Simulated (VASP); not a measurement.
# Co (Im-3m) in VASP: a series of runs

Co is run at these levels: PBE; tasks: single point.

Program: VASP 6.6.1. These are calculated values, not measurements. Logs are shortened: lines on timing, memory, paths and dates and some standing lists are left out, and cuts for length are marked.

**1. The cell of the first run**

Symmetry: Im-3m, No. 229, cubic system. Conventional cell: a = 2.805 Å, b = 2.805 Å, c = 2.805 Å, α = 90.00°, β = 90.00°, γ = 90.00°. Co (site symmetry m-3m) has 14 Co at 2.43 to 2.80 Å within 3.2 Å.

**2. Single point, PBE, collinear spin, ferromagnetic start**

Contents of INCAR:

```
PREC = Accurate ; ENCUT = 520
EDIFF = 1E-7 ; ISMEAR = -1
SIGMA = 0.05 ; LREAL = False
LASPH = True ; NELM = 150
ALGO = Normal ; ISIF = 2
LWAVE = False ; LCHARG = False
ISPIN = 2 ; MAGMOM = 2 2
LORBIT = 11 ; LMAXMIX = 4
GGA = PE ; NBANDS = 20
```

Contents of KPOINTS:

```
Automatic mesh
0
Gamma
  12 12 12
```

Contents of POSCAR:

```
Co
1.0
    2.8046400000      0.0000000000      0.0000000000
    0.0000000000      2.8046400000      0.0000000000
    0.0000000000      0.0000000000      2.8046400000
Co
2
Direct
    0.0000000000      0.0000000000      0.0000000000
    0.5000000000      0.5000000000      0.5000000000
```

Potentials or basis: VASP PAW PBE potentials, release 64 (Co).

Launch:

```sh
> cat potpaw_PBE.64/Co/POTCAR > POTCAR
> mpirun -np 1 vasp_std > vasp.out
```

OUTCAR:

```text
PREC = Accurate
   ENCUT = 520
   EDIFF = 1E-7
   ISMEAR = -1
   LREAL = False
   LASPH = True
   NELM = 150
   ISIF = 2
   ISPIN = 2
   LORBIT = 11
   GGA = PE

 ion  position               nearest neighbor table
   1  0.000  0.000  0.000-   2 2.43   2 2.43   2 2.43   2 2.43   2 2.43   2 2.43   2 2.43   2 2.43

   2  0.500  0.500  0.500-   1 2.43   1 2.43   1 2.43   1 2.43   1 2.43   1 2.43   1 2.43   1 2.43

  LATTYP: Found a simple cubic cell.
 ALAT       =     2.8046400000

  Lattice vectors:

 A1 = (   2.8046400000,   0.0000000000,   0.0000000000)
 A2 = (   0.0000000000,   2.8046400000,   0.0000000000)
 A3 = (   0.0000000000,   0.0000000000,   2.8046400000)

Analysis of symmetry for initial positions (statically):
=====================================================================
 Subroutine PRICEL returns following result:

  LATTYP: Found a body centered cubic cell.
 ALAT       =     2.8046400000

  Lattice vectors:

 A1 = (   1.4023200000,   1.4023200000,  -1.4023200000)
 A2 = (  -1.4023200000,   1.4023200000,   1.4023200000)
 A3 = (   1.4023200000,  -1.4023200000,   1.4023200000)

   2 primitive cells build up your supercell.

 Routine SETGRP: Setting up the symmetry group for a
 simple cubic supercell.

 Subroutine GETGRP returns: Found 48 space group operations
 (whereof 48 operations were pure point group operations)
 out of a pool of 48 trial point group operations.

The static configuration has the point symmetry O_h .

Analysis of symmetry for dynamics (positions and initial velocities):
=====================================================================
 Subroutine PRICEL returns following result:

  LATTYP: Found a body centered cubic cell.
 ALAT       =     2.8046400000

  Lattice vectors:

 A1 = (   1.4023200000,   1.4023200000,  -1.4023200000)
 A2 = (  -1.4023200000,   1.4023200000,   1.4023200000)
 A3 = (   1.4023200000,  -1.4023200000,   1.4023200000)

   2 primitive cells build up your supercell.

 Routine SETGRP: Setting up the symmetry group for a
 simple cubic supercell.

 Subroutine GETGRP returns: Found 48 space group operations
 (whereof 48 operations were pure point group operations)
 out of a pool of 48 trial point group operations.

The dynamic configuration has the point symmetry O_h .

Analysis of structural, dynamic, and magnetic symmetry:
=====================================================================
 Subroutine PRICEL returns following result:

  LATTYP: Found a body centered cubic cell.
 ALAT       =     2.8046400000

  Lattice vectors:

 A1 = (   1.4023200000,   1.4023200000,  -1.4023200000)
 A2 = (  -1.4023200000,   1.4023200000,   1.4023200000)
 A3 = (   1.4023200000,  -1.4023200000,   1.4023200000)

   2 primitive cells build up your supercell.

 Routine SETGRP: Setting up the symmetry group for a
 simple cubic supercell.

 Subroutine GETGRP returns: Found 48 space group operations
 (whereof 48 operations were pure point group operations)
 out of a pool of 48 trial point group operations.

The overall configuration has the point symmetry O_h .

 Subroutine INISYM returns: Found 48 space group operations
 (whereof 48 operations are pure point group operations),
 and found     2 'primitive' translations

----------------------------------------------------------------------------------------

                                     Primitive cell

  volume of cell :      11.0307

  direct lattice vectors                    reciprocal lattice vectors
     1.402320000  1.402320000 -1.402320000     0.356552000  0.356552000  0.000000000
    -1.402320000  1.402320000  1.402320000    -0.000000000  0.356552000  0.356552000
     1.402320000 -1.402320000  1.402320000     0.356552000  0.000000000  0.356552000

  length of vectors
     2.428889488  2.428889488  2.428889488     0.504240673  0.504240673  0.504240673

  position of ions in fractional coordinates (direct lattice)
     0.000000000  0.000000000  0.000000000

  ion indices of the primitive-cell ions
   primitive index   ion index
                 1           1

----------------------------------------------------------------------------------------

 KPOINTS: Automatic mesh

Automatic generation of k-mesh.
 Grid dimensions read from file:
 generate k-points for:   12   12   12

 Generating k-lattice:

  Cartesian coordinates                     Fractional coordinates (reciprocal lattice)
     0.029712667  0.000000000  0.000000000     0.083333333  0.000000000  0.000000000
     0.000000000  0.029712667  0.000000000     0.000000000  0.083333333  0.000000000
     0.000000000  0.000000000  0.029712667     0.000000000  0.000000000  0.083333333

  Length of vectors
     0.029712667  0.029712667  0.029712667

  Shift w.r.t. Gamma in fractional coordinates (k-lattice)
     0.000000000  0.000000000  0.000000000

 Subroutine IBZKPT returns following result:
 ===========================================

 Found     84 irreducible k-points:

 Following reciprocal coordinates:
            Coordinates               Weight
  0.000000  0.000000  0.000000      1.000000
  0.083333  0.000000  0.000000      6.000000
  0.166667  0.000000  0.000000      6.000000
  0.250000  0.000000  0.000000      6.000000
  0.333333  0.000000  0.000000      6.000000
  0.416667  0.000000  0.000000      6.000000
[... 16 lines left out ...]
  0.333333  0.333333  0.000000     12.000000
  0.416667  0.333333  0.000000     24.000000
 [... further k-points ...]
   k-points           NKPTS =     84   k-points in BZ     NKDIM =     84   number of bands    NBANDS=     20
   number of dos      NEDOS =    301   number of ions     NIONS =      2
   total plane-waves  NPLWV =  13824
   dimension x,y,z NGX =    24 NGY =   24 NGZ =   24
   dimension x,y,z NGXF=    48 NGYF=   48 NGZF=   48
   ions per type =               2
   NGX,Y,Z   is equivalent  to a cutoff of  14.23, 14.23, 14.23 a.u.
   NGXF,Y,Z  is equivalent  to a cutoff of  28.45, 28.45, 28.45 a.u.
 SYSTEM =  unknown system
   PREC   = accura    normal or accurate (medium, high low for compatibility)
   ISTART =      0    job   : 0-new  1-cont  2-samecut
   ICHARG =      2    charge: 1-file 2-atom 10-const
   ISPIN  =      2    spin polarized calculation?
   LNONCOLLINEAR =      F non collinear calculations
   LSORBIT =      F    spin-orbit coupling
   LASPH  =      T    aspherical Exc in radial PAW
   ENCUT  =  520.0 eV  38.22 Ry    6.18 a.u.   5.21  5.21  5.21*2*pi/ulx,y,z
   NELM   =    150;   NELMIN=  2; NELMDL= -5     # of ELM steps
   EDIFF  = 0.1E-06   stopping-criterion for ELM
   LREAL  =      F    real-space projection
   EDIFFG = 0.1E-05   stopping-criterion for IOM
   NSW    =      0    number of steps for IOM
   IBRION =     -1    ionic relax: 0-MD 1-quasi-New 2-CG
   NFREE  =      0    steps in history (QN), initial steepest desc. (CG)
   ISIF   =      2    stress and relaxation
   ISYM   =      2    0-nonsym 1-usesym 2-fastsym
   POTIM  = 0.5000    time-step for ionic-motion
   TEBEG  =    0.0;   TEEND  =   0.0 temperature during run
   PSTRESS=    0.0 pullay stress
   NELECT =      18.0000    total number of electrons
   NUPDOWN=      -1.0000    fix difference up-down
   EMIN   =  10.00;   EMAX   =-10.00  energy-range for DOS
   EFERMI =   0.00;   METHOD = LEGACY
   ISMEAR =    -1;   SIGMA  =   0.05  broadening in eV -4-tet -1-fermi 0-gaus
   EFERMI_NEDOS =   21; number of points for ismear=-14 and -15
   IALGO  =     38    algorithm
   IMIX   =      4    mixing-type and parameters
     AMIX     =   0.40;   BMIX     =  1.00
     AMIX_MAG =   1.60;   BMIX_MAG =  1.00
  volume/ion in A,a.u.               =      11.03        74.44
  Fermi-wavevector in a.u.,A,eV,Ry     =   1.529755  2.890818 31.839678  2.340150
  Thomas-Fermi vector in A             =   2.637332
   LORBIT       =     11    0 simple, 1 ext, 2 COOP (PROOUT), +10 PAW based schemes
   GGA     = PE    functional components
   LHFCALC =     F    Hartree Fock is set to
   AEXX    =    0.0000 exact exchange contribution
   IVDW    =     0    specifies the selected vdW correction
   LEPSILON=     F    determine dielectric tensor
   LRPA    =     F    only Hartree local field effects (RPA)
 spin polarized calculation
  energy-cutoff  :      520.00
  volume of cell :       22.06
 maximum number of plane-waves:       624
 NGX is ok and might be reduce to    24
   NGX = 11   NGY = 11   NGZ = 11

 number of electron      17.9999996 magnetization       3.5019566

 Free energy of the ion-electron system (eV)
  ---------------------------------------------------
  ext. energy  EPLUGINS =         0.00000000
  ---------------------------------------------------
  free energy    TOTEN  =       -13.90878438 eV

  energy without entropy =      -13.88423260  energy(sigma->0) =      -13.89650849

 E-fermi :  10.3685     XC(G=0): -13.3117

 val. band max:       10.3671173484   @ k =   0.4167   0.0000   0.0000
 cond. band min:      10.3800357986   @ k =   0.1667   0.1667   0.0000
 fundamental gap:      0.0129184502
 Fermi energy:        10.3685308937

 spin component 1

 k-point     1 :       0.0000    0.0000    0.0000
  band No.  band energies     occupation
      1       1.1881      1.00000
      2       5.0020      1.00000
      3       5.0020      1.00000
      4       7.3284      1.00000
      5       7.3284      1.00000
      6       7.3284      1.00000
[... 12 lines left out ...]
     19      35.5886      0.00000
[... 513 lines left out ...]
      4       6.7271      1.00000
      5       7.3033      1.00000
      6       7.8912      1.00000
[... 12 lines left out ...]
     19      34.5218      0.00000
     20      37.1799      0.00000

 [... further k-points ...]

 spin component 2

 k-point     1 :       0.0000    0.0000    0.0000
  band No.  band energies     occupation
      1       1.2408      1.00000
      2       6.5820      1.00000
      3       6.5820      1.00000
      4       8.8764      1.00000
      5       8.8764      1.00000
      6       8.8764      1.00000
[... 12 lines left out ...]
     19      35.3563      0.00000
[... 513 lines left out ...]
      4       8.1489      1.00000
      5       8.7480      1.00000
      6       8.9751      1.00000
[... 12 lines left out ...]
     19      34.7891      0.00000
     20      37.4550      0.00000

 [... further k-points ...]
[... 5 lines left out ...]
  --------------------------------------------------------------------------------------
  -------------------------------------------------------------------------------------
  Total        0.0773613      0.0773613      0.0773613      0.0000000      0.0000000     -0.0000000
  in kB        5.6182778      5.6182778      5.6182778      0.0000000      0.0000000     -0.0000000
  external PRESSURE =       5.6182778 kB  Pullay stress =       0.0000000 kB

 VOLUME and BASIS-vectors are now :
 -----------------------------------------------------------------------------
  energy-cutoff  :      520.00
  volume of cell :       22.06
      direct lattice vectors                 reciprocal lattice vectors
     2.804640000  0.000000000  0.000000000     0.356552000  0.000000000  0.000000000
     0.000000000  2.804640000  0.000000000     0.000000000  0.356552000  0.000000000
     0.000000000  0.000000000  2.804640000     0.000000000  0.000000000  0.356552000

 POSITION                                       TOTAL-FORCE (eV/Angst)
 -----------------------------------------------------------------------------------
      0.00000      0.00000      0.00000         0.000000      0.000000      0.000000
      1.40232      1.40232      1.40232        -0.000000     -0.000000     -0.000000
 -----------------------------------------------------------------------------------
    total drift:                                0.000000      0.000000     -0.000000

  FREE ENERGIE OF THE ION-ELECTRON SYSTEM (eV)
  ---------------------------------------------------
  free  energy   TOTEN  =       -13.9087843797 eV

  energy  without entropy=      -13.8842326016  energy(sigma->0) =      -13.89650849

 total charge

# of ion       s       p       d       tot
------------------------------------------
    1        0.483   0.521   7.231   8.234
    2        0.483   0.521   7.231   8.234
--------------------------------------------------
tot          0.965   1.042  14.462  16.468

 magnetization (x)

# of ion       s       p       d       tot
------------------------------------------
    1       -0.004  -0.043   1.817   1.770
    2       -0.004  -0.043   1.817   1.770
--------------------------------------------------
tot         -0.008  -0.087   3.634   3.539
```

Wall time 2.3 min (1 thread of Intel Xeon 8259CL, shared host); peak memory 0.18 GiB.

Results:

```yaml
Free_energy: -13.9088 eV
Pressure: 0.6 GPa
Net_moment: 3.50 μB per cell
Site_moments: Co +1.77 μB
Valence_electrons_inside_the_program's_atomic_spheres: Co 8.23
```

Levels at points of the mesh, in eV from the Fermi level:
Spin up:
```tsv
k point	band 9	band 10	band 11	band 12	band 13	band 14
(0.00, 0.00, 0.00)	-0.86	-0.86	-0.86	9.41	9.41	9.41
(0.50, 0.00, 0.00)	-1.97	-1.97	-0.72	-0.72	16.52	16.52
(0.50, 0.50, 0.00)	-0.62	-0.62	-0.09	-0.09	6.32	6.32
(0.50, 0.50, 0.50)	-1.78	-1.78	7.88	7.88	7.88	7.88
```
Spin down:
| k point | band 5 | band 6 | band 7 | band 8 | band 9 | band 10 |
| --- | --- | --- | --- | --- | --- | --- |
| (0.00, 0.00, 0.00) | -1.49 | -1.49 | 0.34 | 0.34 | 0.91 | 0.91 |
| (0.50, 0.00, 0.00) | -1.12 | -1.12 | -1.12 | -1.12 | -0.31 | -0.31 |
| (0.50, 0.50, 0.00) | -0.09 | -0.09 | 0.21 | 0.21 | 0.55 | 0.55 |
| (0.50, 0.50, 0.50) | -2.73 | -2.73 | 0.59 | 0.59 | 0.59 | 0.59 |

**3. Single point, PBE, collinear spin, antiferromagnetic start**

Contents of INCAR:

```
SYSTEM = Co
PREC = Accurate
ENCUT = 520
EDIFF = 1E-7
ISMEAR = -1
SIGMA = 0.05
LREAL = .FALSE.
LASPH = .TRUE.
NELM = 150
ALGO = Normal
ISIF = 2
LWAVE = .FALSE.
LCHARG = .FALSE.
ISPIN = 2
MAGMOM = 2 -2
LORBIT = 11
LMAXMIX = 4
GGA = PE
NBANDS = 20
```

Contents of KPOINTS:

```
regular mesh
0
G
  12 12 12
  0 0 0
```

POSCAR is that of step 2.

Potentials or basis: VASP PAW PBE potentials, release 64 (Co).

Launch:

```sh
> cat potpaw_PBE.64/Co/POTCAR > POTCAR
> mpirun -np 1 vasp_std > vasp.out
```

OUTCAR:

```text
SYSTEM = Co
   PREC = Accurate
   ENCUT = 520
   EDIFF = 1E-7
   ISMEAR = -1
   LREAL = .FALSE.
   LASPH = .TRUE.
   NELM = 150
   ISIF = 2
   ISPIN = 2
   LORBIT = 11
   GGA = PE

 ion  position               nearest neighbor table
   1  0.000  0.000  0.000-   2 2.43   2 2.43   2 2.43   2 2.43   2 2.43   2 2.43   2 2.43   2 2.43

   2  0.500  0.500  0.500-   1 2.43   1 2.43   1 2.43   1 2.43   1 2.43   1 2.43   1 2.43   1 2.43

  LATTYP: Found a simple cubic cell.
 ALAT       =     2.8046400000

  Lattice vectors:

 A1 = (   2.8046400000,   0.0000000000,   0.0000000000)
[... 1349 lines left out ...]

 VOLUME and BASIS-vectors are now :
 -----------------------------------------------------------------------------
  energy-cutoff  :      520.00
  volume of cell :       22.06
      direct lattice vectors                 reciprocal lattice vectors
     2.804640000  0.000000000  0.000000000     0.356552000  0.000000000  0.000000000
     0.000000000  2.804640000  0.000000000     0.000000000  0.356552000  0.000000000
     0.000000000  0.000000000  2.804640000     0.000000000  0.000000000  0.356552000

 POSITION                                       TOTAL-FORCE (eV/Angst)
 -----------------------------------------------------------------------------------
      0.00000      0.00000      0.00000         0.000000     -0.000000     -0.000000
      1.40232      1.40232      1.40232        -0.000000      0.000000      0.000000
 -----------------------------------------------------------------------------------
    total drift:                                0.000000      0.000000     -0.000000

  FREE ENERGIE OF THE ION-ELECTRON SYSTEM (eV)
  ---------------------------------------------------
  free  energy   TOTEN  =       -13.2822106769 eV

  energy  without entropy=      -13.2413554563  energy(sigma->0) =      -13.26178307

 total charge

# of ion       s       p       d       tot
------------------------------------------
    1        0.473   0.499   7.271   8.243
    2        0.473   0.499   7.271   8.243
--------------------------------------------------
tot          0.946   0.998  14.541  16.485

 magnetization (x)

# of ion       s       p       d       tot
------------------------------------------
    1        0.011   0.012   0.824   0.847
    2       -0.011  -0.012  -0.824  -0.847
--------------------------------------------------
tot          0.000   0.000   0.000   0.000
```

OSZICAR:

```text
N       E                     dE             d eps       ncg     rms          rms(c)
DAV:   1     0.868981901735E+02    0.86898E+02   -0.76930E+03  7112   0.117E+03
DAV:   2    -0.109242832325E+02   -0.97822E+02   -0.88557E+02  6800   0.217E+02
DAV:   3    -0.155247181143E+02   -0.46004E+01   -0.43828E+01  7620   0.566E+01
DAV:   4    -0.156062699220E+02   -0.81552E-01   -0.81434E-01  8236   0.662E+00
DAV:   5    -0.156089670869E+02   -0.26972E-02   -0.26969E-02  7960   0.113E+00    0.146E+01
DAV:   6    -0.136681239460E+02    0.19408E+01   -0.73949E+00  7460   0.560E+01    0.666E+00
DAV:   7    -0.133059034960E+02    0.36222E+00   -0.12178E+00  7656   0.210E+01    0.288E+00
DAV:   8    -0.132883752505E+02    0.17528E-01   -0.29108E-02 10016   0.264E+00    0.115E+00
DAV:   9    -0.132831133133E+02    0.52619E-02   -0.56842E-03 11580   0.142E+00    0.299E-01
DAV:  10    -0.132822365272E+02    0.87679E-03   -0.10677E-03 10796   0.668E-01    0.845E-02
DAV:  11    -0.132822067440E+02    0.29783E-04   -0.10141E-04 10016   0.119E-01    0.532E-02
DAV:  12    -0.132822103227E+02   -0.35787E-05   -0.62448E-06  8468   0.397E-02    0.107E-02
DAV:  13    -0.132822110315E+02   -0.70879E-06   -0.85576E-07  7184   0.108E-02    0.171E-03
DAV:  14    -0.132822107649E+02    0.26654E-06   -0.76802E-08  5656   0.414E-03    0.140E-03
DAV:  15    -0.132822106769E+02    0.88035E-07   -0.24013E-08  3780   0.305E-03
   1 F= -.13282211E+02 E0= -.13261783E+02  d E =-.408552E-01  mag=    -0.0000
```

stdout:

```text
POSCAR found type information on POSCAR Co
 POSCAR found :  1 types and       2 ions
 scaLAPACK will be used
 LDA part: xc-table for (Slater+PW92), standard interpolation
 POSCAR, INCAR and KPOINTS ok, starting setup
 FFT: planning ... GRIDC
 FFT: planning ... GRID_SOFT
 FFT: planning ... GRID
 WAVECAR not read
 entering main loop
```

It took 2.1 min on 1 thread of Intel Xeon 8259CL, shared host; peak memory 0.18 GiB.

Results:

```yaml
Free_energy: -13.2822 eV
Pressure: -7.3 GPa
Band_gap_on_the_k_mesh: zero (filled and empty bands overlap)
Net_moment: 0.00 μB per cell
Site_moments: Co +0.85, -0.85 μB
Valence_electrons_inside_the_program's_atomic_spheres: Co 8.24
```

Levels at points of the mesh, in eV from the Fermi level:
Spin up:
| k point | band 5 | band 6 | band 7 | band 8 | band 9 | band 10 | band 11 | band 12 | band 13 | band 14 |
| --- | --- | --- | --- | --- | --- | --- | --- | --- | --- | --- |
| (0.00, 0.00, 0.00) | -1.83 | -1.83 | -0.27 | -0.27 | 0.56 | 0.56 | 0.56 | 9.94 | 9.94 | 9.94 |
| (0.50, 0.00, 0.00) | -1.70 | -1.70 | -1.08 | -1.08 | -1.00 | -0.32 | 0.23 | 1.19 | 17.16 | 17.16 |
| (0.50, 0.50, 0.00) | -0.72 | -0.65 | -0.06 | 0.39 | 0.39 | 0.44 | 0.79 | 0.79 | 7.29 | 7.31 |
| (0.50, 0.50, 0.50) | -2.58 | -2.58 | -0.69 | -0.69 | 0.48 | 0.48 | 8.59 | 8.59 | 8.59 | 8.71 |
Spin down:
```tsv
k point	band 5	band 6	band 7	band 8	band 9	band 10	band 11	band 12	band 13	band 14
(0.00, 0.00, 0.00)	-1.83	-1.83	-0.27	-0.27	0.56	0.56	0.56	9.94	9.94	9.94
(0.50, 0.00, 0.00)	-1.70	-1.70	-1.08	-1.08	-1.00	-0.32	0.23	1.19	17.16	17.16
(0.50, 0.50, 0.00)	-0.72	-0.65	-0.06	0.39	0.39	0.44	0.79	0.79	7.29	7.31
(0.50, 0.50, 0.50)	-2.58	-2.58	-0.69	-0.69	0.48	0.48	8.59	8.59	8.59	8.71
```
